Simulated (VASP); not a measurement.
Write the native input for VASP 6.6.1 that does the following.

```
Task                   : single point
Functional             : r2SCAN
Potentials or basis    : VASP PAW PBE potentials, release 64 (Sr_sv, O)
Cutoff                 : 520 eV
k mesh                 : 2 × 2 × 2
Occupations            : fermi-dirac, width 0.086 eV
Spin                   : no spin polarisation
Dipole correction      : no
Further INCAR settings : LREAL = Auto; ALGO = Normal; EDIFF = 1e-06; NBANDS = 78
```

Crystal: SrO.

```
CELL_PARAMETERS angstrom
0.00000 5.16606 5.16606
5.16606 0.00000 5.16606
5.16606 5.16606 0.00000
ATOMIC_POSITIONS crystal
Sr 0.26428 0.24653 0.26269
Sr 0.24357 0.24044 0.76429
Sr 0.24284 0.74456 0.25327
Sr 0.25332 0.75699 0.74703
Sr 0.75015 0.26860 0.24484
Sr 0.73981 0.26426 0.74119
Sr 0.76245 0.75268 0.24823
Sr 0.75511 0.73746 0.74128
O 0.02680 0.00081 0.98035
O 0.02134 0.05239 0.45285
O 0.98374 0.49425 0.99248
O 0.96979 0.51550 0.50959
O 0.48366 0.99278 0.01005
O 0.51482 0.01824 0.45871
O 0.49767 0.50028 0.97895
O 0.49952 0.47225 0.49633
```

One way to write it, as run:

POSCAR

```
SrO
1.0
    0.0000000000      5.1660560000      5.1660560000
    5.1660560000      0.0000000000      5.1660560000
    5.1660560000      5.1660560000      0.0000000000
Sr O
8 8
Direct
    0.2642754937      0.2465313965      0.2626878222
    0.2435672397      0.2404387409      0.7642894309
    0.2428436703      0.7445612281      0.2532723223
    0.2533189729      0.7569933427      0.7470296489
    0.7501521470      0.2685963915      0.2448438422
    0.7398098278      0.2642619437      0.7411938624
    0.7624464388      0.7526770906      0.2482272743
    0.7551117332      0.7374591952      0.7412750655
    0.0267979093      0.0008130961     -0.0196454510
    0.0213415224      0.0523878371      0.4528523307
   -0.0162570828      0.4942519013     -0.0075233408
   -0.0302092157      0.5155008966      0.5095929080
    0.4836641337     -0.0072153689      0.0100525430
    0.5148189451      0.0182416722      0.4587063129
    0.4976739509      0.5002757423     -0.0210471005
    0.4995182979      0.4722454615      0.4963286306
```

INCAR.step1

```
PREC = Accurate ; ENCUT = 520
ISMEAR = -1 ; SIGMA = 0.086
LREAL = Auto ; LASPH = True
NELM = 100 ; NBANDS = 78
GGA = PE ; ALGO = Normal
EDIFF = 1E-4 ; LWAVE = True
LCHARG = False
```

INCAR.step2

```
PREC = Accurate ; ENCUT = 520
EDIFF = 1E-6 ; ISMEAR = -1
SIGMA = 0.086 ; LREAL = Auto
LASPH = True ; NELM = 100
ALGO = Normal ; ISIF = 2
LWAVE = False ; LCHARG = False
METAGGA = R2SCAN ; LMIXTAU = True
NBANDS = 78 ; ISTART = 1
```

KPOINTS

```
Automatic mesh
0
Gamma
  2 2 2
```

Potentials or basis: VASP PAW PBE potentials, release 64 (Sr_sv, O).

Command:

```sh
$ cat potpaw_PBE.64/Sr_sv/POTCAR potpaw_PBE.64/O/POTCAR > POTCAR
$ cp INCAR.step1 INCAR
$ mpirun -np 1 vasp_std > vasp.out
$ cp INCAR.step2 INCAR
$ mpirun -np 1 vasp_std > vasp.out
```

Results of the run:

* Pressure: 2.5 GPa
* Largest force: 2.246 eV/Å
* Band gap on the k mesh: 3.73 eV

Caveat: the k points lie up to 0.53 Å⁻¹ apart; the atoms stand as in a frame of molecular dynamics; the PAW data sets were made with another functional, which shifts forces and pressure a little.

Run time: 40 min on 1 thread of Intel Xeon 8259CL (shared host), peak memory 0.5 GiB.
